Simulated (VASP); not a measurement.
Mg:

```
CELL_PARAMETERS angstrom
3.06543 0.00000 0.00000
-1.53271 2.65474 0.00000
0.00000 0.00000 10.14710
ATOMIC_POSITIONS crystal
Mg 0.33333 0.66667 0.85705
Mg 0.66667 0.33333 0.14295
```

```yaml
Program: VASP 6.6.1
Task: relaxation of cell and atoms
Functional: PBE
Potentials_or_basis: VASP PAW PBE potentials, release 64 (Mg)
Cutoff: 600 eV
k_mesh: 12 × 12 × 4
Occupations: gaussian, width 0.1 eV
Spin: no spin polarisation
```

At the start: pressure 0.0 GPa; volume 41.29 Å³/atom.

Question: Where does the relaxation end?

Answer: Over 6 steps the energy falls by 12.2 meV/atom and the volume is 40.07 Å³/atom (-2.9 %); space group P-3m1 (No. 164, to 0.05 Å).

Step by step:
| step | energy change (eV) | largest force (eV/Å) | pressure (GPa) | volume (Å³) |
| --- | --- | --- | --- | --- |
| 1 | 0.0000 | 0.1725 | 0.01 | 82.58 |
| 2 | -0.0111 | 0.1486 | -0.20 | 82.60 |
| 3 | -0.0199 | 0.0556 | -0.54 | 82.59 |
| 4 | -0.0236 | 0.0411 | -0.10 | 80.28 |
| 5 | -0.0237 | 0.0321 | -0.14 | 80.48 |
| 6 | -0.0245 | 0.0096 | -0.01 | 80.14 |

Final structure:
```
Mg
1.0
     3.09703    0.00000    0.00000
    -1.54851    2.68211    0.00000
     0.00000    0.00000    9.64804
Mg
2
Direct
  0.33333 0.66667 0.86020
  0.66667 0.33333 0.13980
```
